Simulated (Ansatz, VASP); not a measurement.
**Two plane-wave programs on TiAl**

Contents of INCAR:

```
ALGO = Fast
EDIFF = 1E-6
ENCUT = 520
GGA = PS
ISIF = 2
ISMEAR = 0
LASPH = True
LCHARG = True
LELF = True
LREAL = False
LVHAR = True
LWAVE = False
NBANDS = 14
NELM = 100
PREC = Accurate
SIGMA = 0.15
```

Contents of KPOINTS:

```
k-points
0
Gamma
  18 18 10
```

POSCAR

```
TiAl
1.0
    2.8672622327      0.0000000000      0.0000000000
   -1.4336311163      2.5079531522      0.0000000000
    0.0000000000      0.0000000000      4.6780830000
Ti Al
1 1
Direct
    0.0000000000      0.0000000000      0.0000000000
    0.3333333333      0.6666666667      0.5000000000
```

Input for Ansatz:

```yaml
crystal:
  lattice:
    - [2.8672622327, 0.0, 0.0]
    - [-1.4336311163, 2.5079531522, 0.0]
    - [0.0, 0.0, 4.678083]
  atoms:
    - { symbol: Ti, position: [0.0, 0.0, 0.0] }
    - { symbol: Al, position: [0.3333333333, 0.6666666667, 0.5] }
basis:
  ecutwfc: 420
kpoints:
  mp_grid: { grid: [18, 18, 10] }
hamiltonian:
  xc: pbesol
scf:
  occupations: { method: gaussian, width: 0.15 }
output:
  forces: true
  stress: true
  eigenvalues: true
```

Change from the starting cell: strain +0.0100 x Voigt [0, 1, 0, 0, 0, 0], atoms carried along.

Alike in both runs: task single point; functional PBEsol; k mesh 18 × 18 × 10; occupations gaussian, width 0.15 eV; no spin polarisation.

```csv
,VASP,Ansatz
version,VASP 6.6.1,Ansatz 0.2.0
potentials or method,"VASP PAW PBE potentials, release 64 (Ti_sv, Al), cutoff 520 eV","scalar-relativistic, plane waves, PAW"
valence electrons in the cell,15,15
```

|  | VASP | Ansatz | Ansatz less VASP |
| --- | --- | --- | --- |
| gap on the k mesh at the Fermi level (eV) | none | none | - |
| pressure (GPa) | -3.8 | -3.8 | -0.01 |
| traceless stress, the component that is largest in VASP (GPa) | 0.68 | 0.71 | +0.033 |
| rms of the force components (eV/Å) | 0.017 | 0.016 | -0.0002 |

VASP's potentials were made for PBE, not for PBEsol. Atom by atom the forces differ by 0.000 eV/Å (rms over components). A gap of «none» marks a metal or a gap that the smearing closes.
